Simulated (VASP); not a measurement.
NaScSe2, 4 atoms in the cell. Symmetry: P4/mmm, No. 123, tetragonal system. Conventional cell: a = 4.005 Å, b = 4.005 Å, c = 5.428 Å, α = 90.00°, β = 90.00°, γ = 90.00°. Na (site symmetry 4/mmm) has 6 Se at 2.71 to 2.83 Å within 3.6 Å. Se (site symmetry 4/mmm) has 2 Na at 2.71 Å and 4 Sc at 2.83 Å within 3.6 Å. Se (site symmetry 4/mmm) has 2 Sc at 2.71 Å and 4 Na at 2.83 Å within 3.6 Å. Within 3.6 Å of Sc (site symmetry 4/mmm) lie 6 Se at 2.71 to 2.83 Å. 

```yaml
Program: VASP 6.6.1
Task: single point
Functional: r2SCAN
Potentials_or_basis: VASP PAW PBE potentials, release 64 (Na_pv, Se, Sc_sv)
Cutoff: 520 eV
k_mesh: 6 × 6 × 4
Occupations: fermi-dirac, width 0.02 eV
Spin: no spin polarisation
Dipole_correction: no
Further_INCAR_settings: ALGO = Normal; EDIFF = 1e-07; NBANDS = 23
```

Potentials or basis: VASP PAW PBE potentials, release 64 (Na_pv, Se, Sc_sv).

Command:

```console
$ cat potpaw_PBE.64/Na_pv/POTCAR potpaw_PBE.64/Se/POTCAR potpaw_PBE.64/Sc_sv/POTCAR > POTCAR
$ cp INCAR.step1 INCAR
$ mpirun -np 1 vasp_std > vasp.out
$ cp INCAR.step2 INCAR
$ mpirun -np 1 vasp_std > vasp.out
```

Hardware: 1 thread of Oxide Virtual Turin-like Processor, on a shared host.

Task: How long does it take, and how much memory?

Result: Wall time 6.8 min on 1 thread of Oxide Virtual Turin-like Processor, with other jobs on the host, peak memory 0.2 GiB. Counts: k points 30.
